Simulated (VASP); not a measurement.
# ZnSnP2: single point with PBE

Crystal: ZnSnP2.

```
Zn Sn P
1.0
    -2.82521    2.82521    5.66357
     2.82521   -2.82521    5.66357
     2.82521    2.82521   -5.66357
Zn Sn P
2 2 4
Direct
  0.75000 0.25000 0.50000
  0.00000 0.00000 0.00000
  0.25000 0.75000 0.50000
  0.50000 0.50000 0.00000
  0.37500 0.35326 0.47826
  0.64674 0.12500 0.02174
  0.10326 0.62500 0.97826
  0.87500 0.89674 0.52174
```

```json
{
  "Program": "VASP 6.6.1",
  "Task": "single point",
  "Functional": "PBE",
  "Potentials or basis": "VASP PAW PBE potentials, release 64 (Zn, Sn_d, P)",
  "Cutoff": "500 eV",
  "k mesh": "6 × 6 × 6",
  "Occupations": "fermi-dirac, width 0.02 eV",
  "Spin": "non-collinear spin, zero start, spin-orbit coupling",
  "Starting moments": "[[0.0, 0.0, 0.0], [0.0, 0.0, 0.0], [0.0, 0.0, 0.0], [0.0, 0.0, 0.0], [0.0, 0.0, 0.0], [0.0, 0.0, 0.0], [0.0, 0.0, 0.0], [0.0, 0.0, 0.0]] μB",
  "Dipole correction": "no",
  "Further INCAR settings": "ALGO = Normal; EDIFF = 1e-06; NBANDS = 90"
}
```

```yaml
Pressure: 2.0 GPa
Largest_force: 0.061 eV/Å
Net_moment: 0.00 μB per cell
Valence_electrons_inside_the_program's_atomic_spheres: Zn 10.85; Sn 12.36; P 2.52
```

Forces on the atoms (eV/Å):
```
Zn   0.000  0.000  0.000
Zn   0.000  0.000  0.000
Sn   0.000  0.000  0.000
Sn   0.000  0.000  0.000
P   -0.061  0.000  0.000
P    0.000  0.061  0.000
P    0.000 -0.061  0.000
P    0.061  0.000  0.000
```

Moments on the atoms (μB; x, y, z):
```
Zn  0.00 0.00 0.00
Zn  0.00 0.00 0.00
Sn  0.00 0.00 0.00
Sn  0.00 0.00 0.00
P   0.00 0.00 0.00
P   0.00 0.00 0.00
P   0.00 0.00 0.00
P   0.00 0.00 0.00
```

It took 7.8 min on 4 MPI ranks on Intel(R) Xeon(R) 6975P-C (Granite Rapids), on a shared host, peak memory 1.6 GiB a rank.
